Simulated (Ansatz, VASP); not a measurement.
TiC in VASP and in Ansatz

POSCAR

```
TiC
1.0
    0.0000000000      2.0087984892      2.0087984892
    2.0087984892      0.0000000000      2.0087984892
    2.0087984892      2.0087984892      0.0000000000
Ti C
1 1
Direct
    0.0000000000      0.0000000000      0.0000000000
    0.5000000000      0.5000000000      0.5000000000
```

INCAR.step1

```
SYSTEM = TiC
PREC = Accurate ; ENCUT = 520
ISMEAR = -1 ; SIGMA = 0.1
LREAL = .False. ; LASPH = .True.
NELM = 60 ; NBANDS = 15
GGA = PE ; ALGO = Normal
EDIFF = 1E-4 ; LWAVE = .True.
LCHARG = .False.
```

INCAR.step2

```
SYSTEM = TiC
PREC = Accurate ; ENCUT = 520
EDIFF = 1E-7 ; ISMEAR = -1
SIGMA = 0.1 ; LREAL = .False.
LASPH = .True. ; NELM = 60
ALGO = Normal ; ISIF = 2
LWAVE = .False. ; LCHARG = .False.
METAGGA = R2SCAN ; LMIXTAU = .True.
NBANDS = 15 ; ISTART = 1
```

The input KPOINTS:

```
Automatic mesh
0
Gamma
  15 15 15
  0 0 0
```

Input for Ansatz:

```yaml
crystal:
  lattice:
    - [0.0, 2.0087984892, 2.0087984892]
    - [2.0087984892, 0.0, 2.0087984892]
    - [2.0087984892, 2.0087984892, 0.0]
  atoms:
    - { symbol: Ti, position: [0.0, 0.0, 0.0] }
    - { symbol: C, position: [0.5, 0.5, 0.5] }
kpoints:
  mp_grid: { grid: [15, 15, 15] }
scf:
  occupations: { method: fermi_dirac, width: 0.1 }
hamiltonian:
  xc: r2scan
  pseudopotentials: { kind: paw }
output:
  forces: true
  stress: true
  eigenvalues: true
  populations: true
  write_density: true
  write_potential: true
  elf: true
  volumetric_format: npy
```

Change from the starting cell: volume scaled by 0.8, PAW files.

Alike in both runs: task single point; functional r2SCAN; k mesh 15 × 15 × 15; occupations fermi-dirac, width 0.1 eV; no spin polarisation.

|  | VASP | Ansatz |
| --- | --- | --- |
| version | VASP 6.6.1 | Ansatz 0.2.0 |
| potentials or method | VASP PAW PBE potentials, release 64 (Ti_sv, C) | PAW with Ansatz's default frozen-core files, scalar-relativistic |
| plane-wave cutoff (eV) | 520 | 500 |
| valence electrons in the cell | 16 | 16 |

Ansatz gave:

```
pressure (GPa) : 90.6
```

Q: Which values does VASP return?

A: Pressure (GPa): 92.1.

VASP's potentials were made for PBE, not for r2SCAN. Both programs put the cell under a high pressure, so it lies far from rest at this level. With one functional, cell and mesh, what is left measures potentials, basis and numerics.

Noted on VASP's run: the cell as given lies far from equilibrium.
